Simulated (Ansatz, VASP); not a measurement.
Two plane-wave programs on Co

```
Co
1.0
     2.38276    0.00000    0.00000
    -1.19138    2.06353    0.00000
     0.00000    0.00000    3.85051
Co
2
Direct
  0.33333 0.66667 0.25000
  0.66667 0.33333 0.75000
```

Change from the starting cell: equal strain along all axes, cell held, atoms relaxed: -3.0 %.

Alike in both runs: task single point; functional PBEsol; k mesh 24 × 24 × 14; occupations gaussian, width 0.1 eV; collinear spin.

```csv
,VASP,Ansatz
version,VASP 6.6.1,Ansatz 0.2.0
potentials or method,"VASP PAW PBE potentials, release 64 (Co), cutoff 520 eV","scalar-relativistic, plane waves, PAW"
valence electrons in the cell,18,34
```

|  | VASP | Ansatz | Ansatz less VASP |
| --- | --- | --- | --- |
| gap on the k mesh at the Fermi level (eV) | none | none | - |
| pressure (GPa) | 26.3 | 27.8 | +1.48 |
| traceless stress, the component that is largest in VASP (GPa) | -0.38 | -0.31 | +0.071 |
| net moment per atom (μB) | 1.50 | 1.50 | +0.003 |
| size of the moment on the site where the two differ most (μB) | 1.49 | 1.56 | +0.067 |

VASP's potentials were made for PBE, not for PBEsol. Site moments also hang on the region over which each program counts them. A gap of «none» marks a metal or a gap that the smearing closes. The functional is the same, so the differences come from potentials, cutoffs and numerics. VASP's potentials hold 18 valence electrons a cell and Ansatz's 34, so a difference there can come from the potentials and not from the codes.
